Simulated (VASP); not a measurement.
# Cd4S3 (P1) in VASP: single point with PBE

Aim: the single point of Cd4S3 with PBE.

All numbers are computed with VASP 6.6.1; they aren't measurements. Logs are shortened: lines on timing, memory, paths and dates and some standing lists are left out, and cuts for length are marked.

### 1 The cell of the first run

The typed cell holds 7 atoms: a = 4.173 Å, b = 4.173 Å, c = 13.380 Å, α = 90.05°, β = 98.88°, γ = 120.00°.

### 2 Single point, PBE

Contents of INCAR:

```
  ALGO = Normal
  EDIFF = 1E-7
  ENCUT = 520
  GGA = PE
  ISIF = 2
  ISMEAR = 0
  LASPH = True
  LCHARG = True
  LELF = True
  LREAL = False
  LVHAR = True
  LWAVE = False
  NBANDS = 42
  NELM = 60
  PREC = Accurate
  SIGMA = 0.02
```

Contents of KPOINTS:

```
k-points
0
Gamma
  8 8 2
```

Contents of POSCAR:

```
Cd4S3
1.0
    4.1722953900     -0.0004284677     -0.0612888670
   -2.0858519348      3.6139272228      0.0136347062
   -1.8715958668     -1.1429783117     13.1990354507
Cd S
4 3
Direct
    0.9308817699      0.9653717058      0.4486257330
    0.4236097505      0.2109248694      0.1847070076
    0.7698169233      0.3856159384      0.7092920091
    0.2813133472      0.1405811582      0.9744990387
    0.6422565017      0.3212497630      0.5162001546
    0.8035681734      0.9011230857      0.2552749512
    0.1485535341      0.0751334795      0.7778011061
```

Potentials or basis: VASP PAW PBE potentials, release 64 (Cd, S).

On the command line:

```console
$ cat potpaw_PBE.64/Cd/POTCAR potpaw_PBE.64/S/POTCAR > POTCAR
$ mpirun -np 1 vasp_std > vasp.out
```

OUTCAR:

```text
EDIFF = 1E-7
   ENCUT = 520
   GGA = PE
   ISIF = 2
   ISMEAR = 0
   LASPH = True
   LREAL = False
   NELM = 60
   PREC = Accurate

 ion  position               nearest neighbor table
   1  0.931  0.965  0.449-   6 2.55   5 2.57   5 2.57   5 2.57
   2  0.424  0.211  0.185-   6 2.58   6 2.58   6 2.58   4 2.77
   3  0.770  0.386  0.709-   5 2.54   7 2.57   7 2.57   7 2.57
   4  0.281  0.141  0.974-   7 2.59   2 2.77
   5  0.642  0.321  0.516-   3 2.54   1 2.57   1 2.57   1 2.57
   6  0.804  0.901  0.255-   1 2.55   2 2.58   2 2.58   2 2.58
   7  0.149  0.075  0.778-   3 2.57   3 2.57   3 2.57   4 2.59

  LATTYP: Found a triclinic cell.
 ALAT       =     4.1727455386
 B/A-ratio  =     0.9999893417
 C/A-ratio  =     3.3610816390
 COS(alpha) =     0.0007812202
 COS(beta)  =     0.2990494489
 COS(gamma) =     0.4999635096

  Lattice vectors:

 A1 = (  -4.1722953900,   0.0004284677,   0.0612888670)
 A2 = (  -2.0858519348,   3.6139272228,   0.0136347062)
 A3 = (  -4.3871429784,  -2.4700919757, -13.0900924229)

Analysis of symmetry for initial positions (statically):
=====================================================================
 Subroutine PRICEL returns:
 Original cell was already a primitive cell.

 Routine SETGRP: Setting up the symmetry group for a
 triclinic supercell.

 Subroutine GETGRP returns: Found  1 space group operations
 (whereof  1 operations were pure point group operations)
 out of a pool of  2 trial point group operations.

The static configuration has the point symmetry C_1 .

Analysis of symmetry for dynamics (positions and initial velocities):
=====================================================================
 Subroutine PRICEL returns:
 Original cell was already a primitive cell.

 Routine SETGRP: Setting up the symmetry group for a
 triclinic supercell.

 Subroutine GETGRP returns: Found  1 space group operations
 (whereof  1 operations were pure point group operations)
 out of a pool of  2 trial point group operations.

The dynamic configuration has the point symmetry C_1 .

 Subroutine INISYM returns: Found  1 space group operations
 (whereof  1 operations are pure point group operations),
 and found     1 'primitive' translations

----------------------------------------------------------------------------------------

                                     Primitive cell
[... 103 lines left out ...]
   EDIFFG = 0.1E-05   stopping-criterion for IOM
   NSW    =      0    number of steps for IOM
   IBRION =     -1    ionic relax: 0-MD 1-quasi-New 2-CG
   NFREE  =      0    steps in history (QN), initial steepest desc. (CG)
   ISIF   =      2    stress and relaxation
   ISYM   =      2    0-nonsym 1-usesym 2-fastsym
   POTIM  = 0.5000    time-step for ionic-motion
   TEBEG  =    0.0;   TEEND  =   0.0 temperature during run
   PSTRESS=    0.0 pullay stress
   NELECT =      66.0000    total number of electrons
   NUPDOWN=      -1.0000    fix difference up-down
   EMIN   =  10.00;   EMAX   =-10.00  energy-range for DOS
   EFERMI =   0.00;   METHOD = LEGACY
   ISMEAR =     0;   SIGMA  =   0.02  broadening in eV -4-tet -1-fermi 0-gaus
   EFERMI_NEDOS =   21; number of points for ismear=-14 and -15
   IALGO  =     38    algorithm
   IMIX   =      4    mixing-type and parameters
     AMIX     =   0.40;   BMIX     =  1.00
     AMIX_MAG =   1.60;   BMIX_MAG =  1.00
  volume/ion in A,a.u.               =      28.36       191.38
  Fermi-wavevector in a.u.,A,eV,Ry     =   1.134123  2.143182 17.500290  1.286235
  Thomas-Fermi vector in A             =   2.270827
   LORBIT       =      0    0 simple, 1 ext, 2 COOP (PROOUT), +10 PAW based schemes
   GGA     = PE    functional components
   LHFCALC =     F    Hartree Fock is set to
   AEXX    =    0.0000 exact exchange contribution
   IVDW    =     0    specifies the selected vdW correction
   LEPSILON=     F    determine dielectric tensor
   LRPA    =     F    only Hartree local field effects (RPA)
 non-spin polarized calculation
 Gauss-broadening in eV      SIGMA  =   0.02
  energy-cutoff  :      520.00
  volume of cell :      198.51
 maximum number of plane-waves:      5374
   NGX = 15   NGY = 15   NGZ = 49

 number of electron      66.0000009 magnetization

 Free energy of the ion-electron system (eV)
  ---------------------------------------------------
  ext. energy  EPLUGINS =         0.00000000
  ---------------------------------------------------
  free energy    TOTEN  =       -18.66472045 eV

  energy without entropy =      -18.66472045  energy(sigma->0) =      -18.66472045

 E-fermi :   0.8288     XC(G=0):  -8.6474

 val. band max:        0.6914247135   @ k =   0.3750   0.2500   0.5000
 cond. band min:       1.4876994559   @ k =   0.0000   0.0000   0.5000
 fundamental gap:      0.7962747424
 Fermi energy:         0.8288174612

 k-point     1 :       0.0000    0.0000    0.0000
  band No.  band energies     occupation
      1     -11.6952      2.00000
      2     -11.4992      2.00000
      3     -11.2807      2.00000
      4      -7.3731      2.00000
      5      -7.2418      2.00000
      6      -7.2415      2.00000
[... 1069 lines left out ...]
     41       6.6695      0.00000
     42       6.9706      0.00000

 [... further k-points ...]

------------------------ aborting loop because EDIFF is reached ----------------------------------------

  FORCE on cell =-STRESS in cart. coord.  units (eV):
  Direction    XX          YY          ZZ          XY          YZ          ZX
  --------------------------------------------------------------------------------------
  -------------------------------------------------------------------------------------
  Total        0.2818141      0.2796472      0.3757257      0.0029599     -0.0010803     -0.0026795
  in kB        2.2744968      2.2570078      3.0324490      0.0238893     -0.0087189     -0.0216258
  external PRESSURE =       2.5213179 kB  Pullay stress =       0.0000000 kB

 VOLUME and BASIS-vectors are now :
 -----------------------------------------------------------------------------
  energy-cutoff  :      520.00
  volume of cell :      198.51
      direct lattice vectors                 reciprocal lattice vectors
     4.172295390 -0.000428468 -0.061288867     0.240367376  0.138559082  0.046082202
    -2.085851935  3.613927223  0.013634706     0.000381372  0.276836755  0.024026921
    -1.871595867 -1.142978312 13.199035451     0.001115736  0.000357416  0.075952272

 POSITION                                       TOTAL-FORCE (eV/Angst)
 -----------------------------------------------------------------------------------
      1.03065      2.97561      5.87754         0.000349      0.000221     -0.000359
      0.98177      0.55097      2.41487        -0.000007      0.000023     -0.007746
      1.08006      0.58255      9.32005         0.000805      0.000286      0.002236
     -0.94338     -0.60590     12.84712         0.001995      0.000772      0.008907
      1.04349      0.57069      6.77836        -0.000122     -0.000143     -0.001693
      0.99534      2.96448      3.33242        -0.001436     -0.000546     -0.003675
     -0.99264     -0.61755     10.25814        -0.001584     -0.000612      0.002330
 -----------------------------------------------------------------------------------
    total drift:                               -0.000234     -0.000222      0.001222

  FREE ENERGIE OF THE ION-ELECTRON SYSTEM (eV)
  ---------------------------------------------------
  free  energy   TOTEN  =       -18.6647204500 eV

  energy  without entropy=      -18.6647204500  energy(sigma->0) =      -18.66472045
```

stdout:

```text
POSCAR found type information on POSCAR CdS
 POSCAR found :  2 types and       7 ions
 scaLAPACK will be used
 LDA part: xc-table for (Slater+PW92), standard interpolation
 POSCAR, INCAR and KPOINTS ok, starting setup
 FFT: planning ... GRIDC
 FFT: planning ... GRID_SOFT
 FFT: planning ... GRID
 WAVECAR not read
 entering main loop
```

Run time: 18 min. Hardware: 1 thread of Intel Xeon 8259CL, shared host; peak memory 0.59 GiB.

Results:

| Item | Value |
| --- | --- |
| Free energy | -18.6647 eV |
| Pressure | 0.3 GPa |
| Largest force | 0.009 eV/Å |
| Band gap on the k mesh | 0.80 eV (least direct gap 0.94 eV) |

Forces in eV/Å, atoms in the order of the input:
```
Cd   0.000  0.000  0.000
Cd   0.000  0.000 -0.008
Cd   0.001  0.000  0.002
Cd   0.002  0.001  0.009
S    0.000  0.000 -0.002
S   -0.001 -0.001 -0.004
S   -0.002 -0.001  0.002
```

A k mesh can miss the band edges.
